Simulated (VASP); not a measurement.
Input of a VASP 6.6.1 run:

INCAR

```
SYSTEM = Pb
PREC     = Accurate       ! precision mode
ENCUT    = 520            ! plane-wave cutoff, eV
EDIFF    = 1E-6           ! SCF threshold, eV
ISMEAR   = -1             ! smearing method
SIGMA    = 0.05           ! smearing width, eV
LREAL    = .False.        ! projectors in reciprocal space
LASPH    = .True.         ! aspherical terms in the spheres
NELM     = 60             ! most SCF steps
ALGO     = Normal         ! electronic algorithm
ISIF     = 2              ! what is computed and relaxed
LWAVE    = .False.        ! write WAVECAR
LCHARG   = .False.        ! write CHGCAR
GGA      = PE             ! functional
NBANDS   = 21             ! bands
```

The input KPOINTS:

```
regular mesh
0
Gamma
  8 8 8
  0 0 0
```

Contents of POSCAR:

```
Pb
1.0
    0.0000000000      3.4390000555      3.4046100549
    3.4390000555      0.0000000000      3.4046100549
    3.4390000555      3.4390000555      0.0000000000
Pb
2
Direct
    0.0000000000      0.0000000000      0.0000000000
    0.2500000000      0.2500000000      0.2500000000
```

Potentials or basis: VASP PAW PBE potentials, release 64 (Pb_d).

Launch:

```bash
$ cat potpaw_PBE.64/Pb_d/POTCAR > POTCAR
$ mpirun -np 1 vasp_std > vasp.out
```

Question: Estimate the band gap on the k mesh.

Answer: Zero (band 14 reaches 4.82 eV, above the bottom of band 15 at 3.71 eV).

Question: Estimate the pressure.

Answer: 2.7 GPa.

Stress tensor (GPa, compression positive):
```
2.66 0.00 0.00
0.00 2.66 0.00
0.00 0.00 2.74
```

Caveat: the cell differs from its parent crystal (zz strain of -1 %); spin-orbit coupling is left out, which moves the levels of the heavy elements.
